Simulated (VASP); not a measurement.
# Na (Im-3m) in VASP: a series of runs

Na is run at these levels: PBE; tasks: single point, relaxation of cell and atoms.

All numbers are computed with VASP 6.6.1; they aren't measurements. Logs are shortened: lines on timing, memory, paths and dates and some standing lists are left out, and cuts for length are marked.

## 1. The cell of the first run

The structure is cubic, space group Im-3m (No. 229). Conventional cell: a = 4.204 Å, b = 4.204 Å, c = 4.204 Å, α = 90.00°, β = 90.00°, γ = 90.00°. Na (site symmetry m-3m) has 14 Na at 3.64 to 4.20 Å within 4.8 Å.

## 2. Single point, PBE

Contents of INCAR:

```
PREC     = Accurate       # precision mode
ENCUT    = 520            # plane-wave cutoff, eV
EDIFF    = 1E-6           # SCF threshold, eV
ISMEAR   = -1             # smearing method
SIGMA    = 0.15           # smearing width, eV
LREAL    = F              # projectors in reciprocal space
LASPH    = T              # aspherical terms in the spheres
NELM     = 80             # most SCF steps
ALGO     = Fast           # electronic algorithm
ISIF     = 2              # what is computed and relaxed
LWAVE    = F              # write WAVECAR
LCHARG   = F              # write CHGCAR
GGA      = PE             # functional
NBANDS   = 10             # bands
```

Contents of KPOINTS:

```
Automatic mesh
0
Gamma
  14 14 14
```

Contents of POSCAR:

```
Na
1.0
   -2.1019213521      2.1019213521      2.1019213521
    2.1019213521     -2.1019213521      2.1019213521
    2.1019213521      2.1019213521     -2.1019213521
Na
1
Direct
    0.0000000000      0.0000000000      0.0000000000
```

Potentials or basis: VASP PAW PBE potentials, release 64 (Na_pv).

Started as:

```console
cat potpaw_PBE.64/Na_pv/POTCAR > POTCAR
mpirun -np 1 vasp_std > vasp.out
```

OUTCAR:

```text
PREC = Accurate
   ENCUT = 520
   EDIFF = 1E-6
   ISMEAR = -1
   LREAL = F
   LASPH = T
   NELM = 80
   ISIF = 2
   GGA = PE

 ion  position               nearest neighbor table
   1  0.000  0.000  0.000-

  LATTYP: Found a body centered cubic cell.
 ALAT       =     4.2038427042

  Lattice vectors:

 A1 = (  -2.1019213521,   2.1019213521,   2.1019213521)
 A2 = (   2.1019213521,  -2.1019213521,   2.1019213521)
 A3 = (   2.1019213521,   2.1019213521,  -2.1019213521)

Analysis of symmetry for initial positions (statically):
=====================================================================
 Subroutine PRICEL returns:
 Original cell was already a primitive cell.

 Routine SETGRP: Setting up the symmetry group for a
 body centered cubic supercell.

 Subroutine GETGRP returns: Found 48 space group operations
 (whereof 48 operations were pure point group operations)
 out of a pool of 48 trial point group operations.

The static configuration has the point symmetry O_h .

Analysis of symmetry for dynamics (positions and initial velocities):
=====================================================================
 Subroutine PRICEL returns:
 Original cell was already a primitive cell.

 Routine SETGRP: Setting up the symmetry group for a
 body centered cubic supercell.

 Subroutine GETGRP returns: Found 48 space group operations
 (whereof 48 operations were pure point group operations)
 out of a pool of 48 trial point group operations.

The dynamic configuration has the point symmetry O_h .

 Subroutine INISYM returns: Found 48 space group operations
 (whereof 48 operations are pure point group operations),
 and found     1 'primitive' translations

----------------------------------------------------------------------------------------

                                     Primitive cell

  volume of cell :      37.1458

  direct lattice vectors                    reciprocal lattice vectors
    -2.101921352  2.101921352  2.101921352     0.000000000  0.237877597  0.237877597
     2.101921352 -2.101921352  2.101921352     0.237877597  0.000000000  0.237877597
     2.101921352  2.101921352 -2.101921352     0.237877597  0.237877597  0.000000000

  length of vectors
     3.640634575  3.640634575  3.640634575     0.336409724  0.336409724  0.336409724

  position of ions in fractional coordinates (direct lattice)
     0.000000000  0.000000000  0.000000000

  ion indices of the primitive-cell ions
   primitive index   ion index
                 1           1

----------------------------------------------------------------------------------------

 KPOINTS: Automatic mesh

Automatic generation of k-mesh.
 Grid dimensions read from file:
 generate k-points for:   14   14   14

 Generating k-lattice:

  Cartesian coordinates                     Fractional coordinates (reciprocal lattice)
     0.000000000  0.016991257  0.016991257     0.071428571  0.000000000  0.000000000
     0.016991257  0.000000000  0.016991257     0.000000000  0.071428571  0.000000000
     0.016991257  0.016991257  0.000000000     0.000000000  0.000000000  0.071428571

  Length of vectors
     0.024029266  0.024029266  0.024029266

  Shift w.r.t. Gamma in fractional coordinates (k-lattice)
     0.000000000  0.000000000  0.000000000

 Subroutine IBZKPT returns following result:
 ===========================================

 Found    104 irreducible k-points:

 Following reciprocal coordinates:
            Coordinates               Weight
  0.000000  0.000000  0.000000      1.000000
  0.071429  0.000000  0.000000     12.000000
  0.142857  0.000000  0.000000     12.000000
  0.214286  0.000000  0.000000     12.000000
  0.285714  0.000000  0.000000     12.000000
  0.357143  0.000000  0.000000     12.000000
[... 16 lines left out ...]
  0.285714  0.285714  0.000000     24.000000
  0.357143  0.285714  0.000000     24.000000
 [... further k-points ...]
   k-points           NKPTS =    104   k-points in BZ     NKDIM =    104   number of bands    NBANDS=     10
   number of dos      NEDOS =    301   number of ions     NIONS =      1
   total plane-waves  NPLWV =  21952
   dimension x,y,z NGX =    28 NGY =   28 NGZ =   28
   dimension x,y,z NGXF=    56 NGYF=   56 NGZF=   56
   ions per type =               1
   NGX,Y,Z   is equivalent  to a cutoff of  12.79, 12.79, 12.79 a.u.
   NGXF,Y,Z  is equivalent  to a cutoff of  25.57, 25.57, 25.57 a.u.
 SYSTEM =  unknown system
   PREC   = accura    normal or accurate (medium, high low for compatibility)
   ISTART =      0    job   : 0-new  1-cont  2-samecut
   ICHARG =      2    charge: 1-file 2-atom 10-const
   ISPIN  =      1    spin polarized calculation?
   LNONCOLLINEAR =      F non collinear calculations
   LSORBIT =      F    spin-orbit coupling
   LASPH  =      T    aspherical Exc in radial PAW
   ENCUT  =  520.0 eV  38.22 Ry    6.18 a.u.   6.77  6.77  6.77*2*pi/ulx,y,z
   NELM   =     80;   NELMIN=  2; NELMDL= -5     # of ELM steps
   EDIFF  = 0.1E-05   stopping-criterion for ELM
   LREAL  =      F    real-space projection
   EDIFFG = 0.1E-04   stopping-criterion for IOM
   NSW    =      0    number of steps for IOM
   IBRION =     -1    ionic relax: 0-MD 1-quasi-New 2-CG
   NFREE  =      0    steps in history (QN), initial steepest desc. (CG)
   ISIF   =      2    stress and relaxation
   ISYM   =      2    0-nonsym 1-usesym 2-fastsym
   POTIM  = 0.5000    time-step for ionic-motion
   TEBEG  =    0.0;   TEEND  =   0.0 temperature during run
   PSTRESS=    0.0 pullay stress
   NELECT =       7.0000    total number of electrons
   NUPDOWN=      -1.0000    fix difference up-down
   EMIN   =  10.00;   EMAX   =-10.00  energy-range for DOS
   EFERMI =   0.00;   METHOD = LEGACY
   ISMEAR =    -1;   SIGMA  =   0.15  broadening in eV -4-tet -1-fermi 0-gaus
   EFERMI_NEDOS =   21; number of points for ismear=-14 and -15
   IALGO  =     68    algorithm
   IMIX   =      4    mixing-type and parameters
     AMIX     =   0.40;   BMIX     =  1.00
     AMIX_MAG =   1.60;   BMIX_MAG =  1.00
  volume/ion in A,a.u.               =      37.15       250.67
  Fermi-wavevector in a.u.,A,eV,Ry     =   0.938579  1.773658 11.985800  0.880931
  Thomas-Fermi vector in A             =   2.065805
   LORBIT       =      0    0 simple, 1 ext, 2 COOP (PROOUT), +10 PAW based schemes
   GGA     = PE    functional components
   LHFCALC =     F    Hartree Fock is set to
   AEXX    =    0.0000 exact exchange contribution
   IVDW    =     0    specifies the selected vdW correction
   LEPSILON=     F    determine dielectric tensor
   LRPA    =     F    only Hartree local field effects (RPA)
 non-spin polarized calculation
 RMM-DIIS sequential band-by-band and
  energy-cutoff  :      520.00
  volume of cell :       37.15
 maximum number of plane-waves:      1048
   NGX = 13   NGY = 13   NGZ = 13

 number of electron       7.0000006 magnetization

 Free energy of the ion-electron system (eV)
  ---------------------------------------------------
  ext. energy  EPLUGINS =         0.00000000
  ---------------------------------------------------
  free energy    TOTEN  =        -1.32876612 eV

  energy without entropy =       -1.29386643  energy(sigma->0) =       -1.31131627

 E-fermi :   0.3178     XC(G=0):  -6.4970

 val. band max:        0.2721537284   @ k =  -0.3571   0.4286   0.1429
 cond. band min:       0.3529471292   @ k =   0.3571   0.0714   0.0714
 fundamental gap:      0.0807934009
 Fermi energy:         0.3177608302

 k-point     1 :       0.0000    0.0000    0.0000
  band No.  band energies     occupation
      1     -24.5784      2.00000
      2     -24.5784      2.00000
      3     -24.5784      2.00000
      4      -2.9507      2.00000
      5      12.0428      0.00000
      6      12.0428      0.00000
      7      12.0429      0.00000
      8      13.0416      0.00000
      9      13.0416      0.00000
     10      13.5983      0.00000

 k-point     2 :       0.0714    0.0000    0.0000
  band No.  band energies     occupation
      1     -24.5802      2.00000
      2     -24.5790      2.00000
      3     -24.5784      2.00000
      4      -2.8608      2.00000
      5      10.8520      0.00000
      6      11.4651      0.00000
      7      11.6900      0.00000
      8      12.3134      0.00000
      9      12.5213      0.00000
     10      13.8819      0.00000

 k-point     3 :       0.1429    0.0000    0.0000
  band No.  band energies     occupation
      1     -24.5851      2.00000
      2     -24.5807      2.00000
      3     -24.5784      2.00000
      4      -2.5923      2.00000
      5       8.9829      0.00000
      6      10.6166      0.00000
      7      11.0776      0.00000
      8      11.4842      0.00000
      9      12.2216      0.00000
     10      14.0072      0.00000

 k-point     4 :       0.2143    0.0000    0.0000
  band No.  band energies     occupation
      1     -24.5923      2.00000
      2     -24.5831      2.00000
      3     -24.5784      2.00000
      4      -2.1478      2.00000
      5       7.1846      0.00000
      6       9.8742      0.00000
      7      10.5120      0.00000
      8      10.7956      0.00000
      9      11.7943      0.00000
     10      14.3578      0.00000
[... 222 lines left out ...]
 k-point    22 :       0.3571    0.2143   -0.0000
  band No.  band energies     occupation
      1     -24.6086      2.00000
      2     -24.5953      2.00000
      3     -24.5821      2.00000
      4       1.2502      0.00399
      5       2.5018      0.00000
      6       4.9015      0.00000
      7       8.4772      0.00000
      8      11.7055      0.00000
      9      13.9142      0.00000
     10      14.7440      0.00000

 k-point    23 :       0.2857    0.2857    0.0000
  band No.  band energies     occupation
      1     -24.6067      2.00000
      2     -24.5972      2.00000
      3     -24.5826      2.00000
      4       1.1802      0.00635
      5       3.2374      0.00000
      6       4.0067      0.00000
      7       8.3942      0.00000
      8      12.3861      0.00000
      9      13.1682      0.00000
     10      15.0994      0.00000

 k-point    24 :       0.3571    0.2857    0.0000
  band No.  band energies     occupation
      1     -24.6053      2.00000
      2     -24.5999      2.00000
      3     -24.5828      2.00000
      4       2.0356      0.00002
      5       2.4451      0.00000
      6       3.7118      0.00000
      7       8.3129      0.00000
      8      12.5543      0.00000
      9      13.4504      0.00000
     10      14.5279      0.00000

 [... further k-points ...]

------------------------ aborting loop because EDIFF is reached ----------------------------------------

  FORCE on cell =-STRESS in cart. coord.  units (eV):
  Direction    XX          YY          ZZ          XY          YZ          ZX
  --------------------------------------------------------------------------------------
  -------------------------------------------------------------------------------------
  Total       -0.0242571     -0.0242571     -0.0242571      0.0000000     -0.0000000     -0.0000000
  in kB       -1.0462617     -1.0462617     -1.0462617      0.0000000     -0.0000000     -0.0000000
  external PRESSURE =      -1.0462617 kB  Pullay stress =       0.0000000 kB

 VOLUME and BASIS-vectors are now :
 -----------------------------------------------------------------------------
  energy-cutoff  :      520.00
  volume of cell :       37.15
      direct lattice vectors                 reciprocal lattice vectors
    -2.101921352  2.101921352  2.101921352     0.000000000  0.237877597  0.237877597
     2.101921352 -2.101921352  2.101921352     0.237877597  0.000000000  0.237877597
     2.101921352  2.101921352 -2.101921352     0.237877597  0.237877597  0.000000000

 POSITION                                       TOTAL-FORCE (eV/Angst)
 -----------------------------------------------------------------------------------
      0.00000      0.00000      0.00000         0.000000     -0.000000      0.000000
 -----------------------------------------------------------------------------------
    total drift:                               -0.000000     -0.000000     -0.000000

  FREE ENERGIE OF THE ION-ELECTRON SYSTEM (eV)
  ---------------------------------------------------
  free  energy   TOTEN  =        -1.3287661228 eV

  energy  without entropy=       -1.2938664253  energy(sigma->0) =       -1.31131627
```

Wall time 13 s (1 thread of Intel Xeon 6975P-C (Granite Rapids), shared host); peak memory 0.16 GiB.

Results:

```
Free energy            : -1.3288 eV
Pressure               : -0.1 GPa
Band gap on the k mesh : zero (an odd number of electrons rules out a gap without spin polarisation)
```

Levels at points of the mesh, in eV from the Fermi level:
| k point | band 1 | band 2 | band 3 | band 4 | band 5 | band 6 |
| --- | --- | --- | --- | --- | --- | --- |
| (0.00, 0.00, 0.00) | -24.90 | -24.90 | -24.90 | -3.27 | 11.73 | 11.73 |
| (0.50, 0.00, 0.00) | -24.93 | -24.91 | -24.90 | 0.76 | 1.22 | 8.20 |
| (0.50, 0.50, 0.50) | -24.92 | -24.92 | -24.92 | 4.52 | 4.52 | 4.90 |

## 3. Relaxation of cell and atoms, PBE

This run uses another cell than the first one, of 36.93 Å³/atom.

Contents of INCAR:

```
  ALGO = Fast
  EDIFF = 1E-6
  EDIFFG = -0.001
  ENCUT = 600
  GGA = PE
  IBRION = 2
  ISIF = 3
  ISMEAR = -1
  LASPH = True
  LCHARG = False
  LREAL = False
  LWAVE = False
  NELM = 80
  NSW = 80
  PREC = Accurate
  SIGMA = 0.15
```

Contents of KPOINTS:

```
k-points
0
Gamma
  14 14 14
```

Contents of POSCAR:

```
Na
1.0
   -2.0979287323      2.0979287323      2.0979287323
    2.0979287323     -2.0979287323      2.0979287323
    2.0979287323      2.0979287323     -2.0979287323
Na
1
Direct
    0.0000000000      0.0000000000      0.0000000000
```

Potentials or basis: VASP PAW PBE potentials, release 64 (Na_pv).

Started as:

```console
cat potpaw_PBE.64/Na_pv/POTCAR > POTCAR
mpirun -np 1 vasp_std > vasp.out
```

Run time: 38 s. Hardware: 1 thread of Intel Xeon 6975P-C (Granite Rapids), shared host; peak memory 0.17 GiB.

The run converged. Its results:

* Free energy: -1.3287 eV
* Relaxed volume: 37.05 Å³/atom
* Relaxed cell: a = 3.637 Å, b = 3.637 Å, c = 3.637 Å, α = 109.47°, β = 109.47°, γ = 109.47°
* Space group after relaxing (to 0.1 Å): Im-3m (No. 229)
* Energy gained by relaxing: 0.0 meV/atom
* Ionic steps: 8
* Pressure after relaxing: 0.0 GPa
* Band gap on the k mesh: zero (an odd number of electrons rules out a gap without spin polarisation)

Final structure:
```
CELL_PARAMETERS angstrom
-2.10010 2.10010 2.10010
2.10010 -2.10010 2.10010
2.10010 2.10010 -2.10010
ATOMIC_POSITIONS crystal
Na 0.00000 0.00000 0.00000
```

Levels at points of the mesh, in eV from the Fermi level:
| k point | band 1 | band 2 | band 3 | band 4 | band 5 | band 6 | band 7 |
| --- | --- | --- | --- | --- | --- | --- | --- |
| (0.00, 0.00, 0.00) | -24.89 | -24.89 | -24.89 | -3.27 | 11.74 | 11.74 | 11.74 |
| (0.50, 0.00, 0.00) | -24.93 | -24.91 | -24.89 | 0.76 | 1.22 | 8.21 | 9.17 |
| (0.50, 0.50, 0.50) | -24.92 | -24.92 | -24.92 | 4.53 | 4.53 | 4.90 | 4.90 |

PBE usually gives volumes a little too large and moduli too small. Zero-point motion and thermal expansion aren't in these numbers.

## 4. Relaxation of cell and atoms, PBE

This run uses another cell than the first one, of 37.98 Å³/atom.

Contents of INCAR:

```
SYSTEM = Na
PREC = Accurate ; ENCUT = 600
EDIFF = 1E-6 ; ISMEAR = 0
SIGMA = 0.1 ; LREAL = .False.
LASPH = .True. ; NELM = 100
ALGO = Fast ; ISIF = 3
LWAVE = .False. ; LCHARG = .False.
GGA = PE ; IBRION = 2
NSW = 100 ; EDIFFG = -0.002
```

Contents of KPOINTS:

```
Automatic mesh
0
Gamma
  14 14 14
  0 0 0
```

Contents of POSCAR:

```
Na
1.0
   -2.1175000000      2.1175000000      2.1175000000
    2.1175000000     -2.1175000000      2.1175000000
    2.1175000000      2.1175000000     -2.1175000000
Na
1
Direct
    0.0000000000      0.0000000000      0.0000000000
```

Started as:

```console
cat potpaw_PBE.64/Na_pv/POTCAR > POTCAR
mpirun -np 1 vasp_std > vasp.out
```

Run time: 45 s. Hardware: 1 thread of Intel Xeon 6975P-C (Granite Rapids), shared host; peak memory 0.17 GiB.

Results (log left out):

- Free energy: -1.3121 eV
- Relaxed volume: 37.16 Å³/atom
- Relaxed cell: a = 3.641 Å, b = 3.641 Å, c = 3.641 Å, α = 109.47°, β = 109.47°, γ = 109.47°
- Space group after relaxing (to 0.1 Å): Im-3m (No. 229)
- Energy gained by relaxing: 0.6 meV/atom
- Ionic steps: 7
- Pressure after relaxing: 0.0 GPa
- Band gap on the k mesh: zero (an odd number of electrons rules out a gap without spin polarisation)

The path:
```tsv
step	energy change (eV)	largest force (eV/Å)	pressure (GPa)	volume (Å³)
1	0.0000	0.0000	-0.19	37.98
2	-0.0003	0.0000	-0.08	37.73
3	-0.0003	0.0000	-0.13	37.68
4	-0.0004	0.0000	-0.09	37.58
5	-0.0005	0.0000	-0.03	37.39
6	-0.0006	0.0000	-0.03	37.31
7	-0.0006	0.0000	0.01	37.16
```

Final structure:
```
Na
1.0
    -2.10219    2.10219    2.10219
     2.10219   -2.10219    2.10219
     2.10219    2.10219   -2.10219
Na
1
Direct
  0.00000 0.00000 0.00000
```

Levels at points of the mesh, in eV from the Fermi level:
| k point | band 1 | band 2 | band 3 | band 4 | band 5 | band 6 | band 7 |
| --- | --- | --- | --- | --- | --- | --- | --- |
| (0.00, 0.00, 0.00) | -24.88 | -24.88 | -24.88 | -3.25 | 11.74 | 11.74 | 11.74 |
| (0.50, 0.00, 0.00) | -24.92 | -24.89 | -24.88 | 0.78 | 1.24 | 8.22 | 9.16 |
| (0.50, 0.50, 0.50) | -24.91 | -24.91 | -24.91 | 4.54 | 4.54 | 4.91 | 4.91 |

## 5. Summary

```csv
task,cell,cutoff (eV),smearing,gap on the mesh (eV),pressure (GPa),relaxed volume (Å³/atom)
single point,"a = 3.641 Å, angles 109.5°, 1 atom",520,fermi-dirac 0.15 eV,none,-0.1,-
relaxation of cell and atoms,"relaxed from a = 3.634 Å, angles 109.5°, 1 atom",600,fermi-dirac 0.15 eV,none,0.0,37.05
relaxation of cell and atoms,"relaxed from a = 3.668 Å, angles 109.5°, 1 atom",600,gaussian 0.1 eV,none,0.0,37.16
```

Alike in all rows: level PBE; potentials or basis VASP PAW PBE potentials, release 64 (Na_pv); no spin polarisation; k mesh 14 × 14 × 14.

Absolute energies hang on the potentials; compare differences alone.

The gap in the log of VASP goes by the Fermi energy; the results here count the filled bands.